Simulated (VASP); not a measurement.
Runs of VASP 6.6.1 on PbS. The structure is that of space group P6_3mc (No. 186), or close to it. The cells are those of the table. 

```tsv
cell	gap on the mesh (eV)	pressure (GPa)	largest force (eV/Å)
a = 4.171, b = 4.171, c = 7.659 Å, angles 90.0, 90.0, 120.0°, 4 atoms	0.49	-3.6	0.13
a = 4.144, b = 4.144, c = 7.610 Å, angles 90.0, 90.0, 120.0°, 4 atoms	0.45	-2.7	0.07
a = 4.197, b = 4.197, c = 7.708 Å, angles 90.0, 90.0, 120.0°, 4 atoms	(b)	-4.3	0.19
a = 4.061, b = 4.061, c = 7.458 Å, angles 90.0, 90.0, 120.0°, 4 atoms	(a)	0.3	0.15
a = 4.089, b = 4.089, c = 7.509 Å, angles 90.0, 90.0, 120.0°, 4 atoms	(c)	-0.8	0.07
a = 4.117, b = 4.117, c = 7.560 Å, angles 90.0, 90.0, 120.0°, 4 atoms	0.40	-1.8	0.01
a = 4.033, b = 4.033, c = 7.406 Å, angles 90.0, 90.0, 120.0°, 4 atoms	0.23	1.6	0.23
```

Alike in all rows: task single point; level PBEsol; potentials or basis VASP PAW PBE potentials, release 64 (Pb_d, S); no spin polarisation; k mesh 6 × 6 × 4; cutoff (eV) 520; smearing gaussian 0.01 eV.

Question: Fill in the values left out.

Answer: (a) 0.29; (b) 0.54; (c) 0.34.

Caveats: the PAW data sets were made with another functional, which shifts forces and pressure a little; spin-orbit coupling is left out, which moves the levels of the heavy elements; the cell stands under tension (at least some runs).

A k mesh can miss the band edges, and the runs leave out spin-orbit coupling on Pb.
